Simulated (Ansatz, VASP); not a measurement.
**One calculation of TaN, two programs**

INCAR

```
SYSTEM = TaN
AGGAC = 1.0
AGGAX = 1.0
ALDAC = 0.0
ALDAX = 1.0
ALGO = Normal
EDIFF = 1E-6
EDIFFG = -0.01
ENCUT = 600
GGA = B5
IBRION = 2
ISIF = 3
ISMEAR = -1
LASPH = .TRUE.
LCHARG = .FALSE.
LREAL = .FALSE.
LWAVE = .FALSE.
NELM = 100
NSW = 60
PREC = Accurate
SIGMA = 0.05
```

File KPOINTS:

```
k-points
0
G
  10 10 9
  0 0 0
```

POSCAR

```
TaN
1.0
    2.9380011100      0.0000000000      0.0000000000
   -1.4690005500      2.5443836000      0.0000000000
    0.0000000000      0.0000000000      2.8830022100
Ta N
1 1
Direct
    0.3333333333      0.6666666667      0.5000000000
    0.0000000000      0.0000000000      0.0000000000
```

File input.yaml:

```yaml
crystal:
  lattice:
    - [2.93800111, 0.0, 0.0]
    - [-1.46900055, 2.5443836, 0.0]
    - [0.0, 0.0, 2.88300221]
  atoms:
    - { symbol: Ta, position: [0.3333333333, 0.6666666667, 0.5] }
    - { symbol: "N", position: [0.0, 0.0, 0.0] }
hamiltonian:
  xc: blyp
  pseudopotentials: { kind: paw }
kpoints:
  mp_grid: { grid: [10, 10, 9] }
scf:
  occupations: { method: fermi_dirac, width: 0.05 }
output:
  forces: true
  stress: true
  eigenvalues: true
relax:
  f_tol: 0.01
  max_steps: 40
  cell: { stress_tol: 0.05 }
```

Alike in both runs: task relaxation of cell and atoms; functional BLYP; k mesh 10 × 10 × 9; occupations fermi-dirac, width 0.05 eV; no spin polarisation.

|  | VASP | Ansatz |
| --- | --- | --- |
| version | VASP 6.6.1 | Ansatz 0.2.0 |
| potentials or method | VASP PAW PBE potentials, release 64 (Ta_pv, N) | Ansatz PAW |
| plane-wave cutoff (eV) | 600 | 420 |
| valence electrons in the cell | 16 | 18 |

```tsv
	VASP	Ansatz	Ansatz less VASP
gap on the k mesh at the Fermi level, each at its own relaxed structure (eV)	none	none	-
relaxed volume (Å³/atom)	11.34	11.29	-0.057
relaxed cell length with the largest relative difference (Å)	2.988	2.983	-0.0051
```

VASP's potentials were made for PBE, not for BLYP. A gap of «none» marks a metal or a gap that the smearing closes. VASP's potentials hold 16 valence electrons a cell and Ansatz's 18, so a difference there can come from the potentials and not from the codes.

Spin-orbit coupling is off throughout. Noted on Ansatz's run: the plane-wave basis is chosen anew once the cell has moved, so the energies of steps on either side of that aren't comparable.
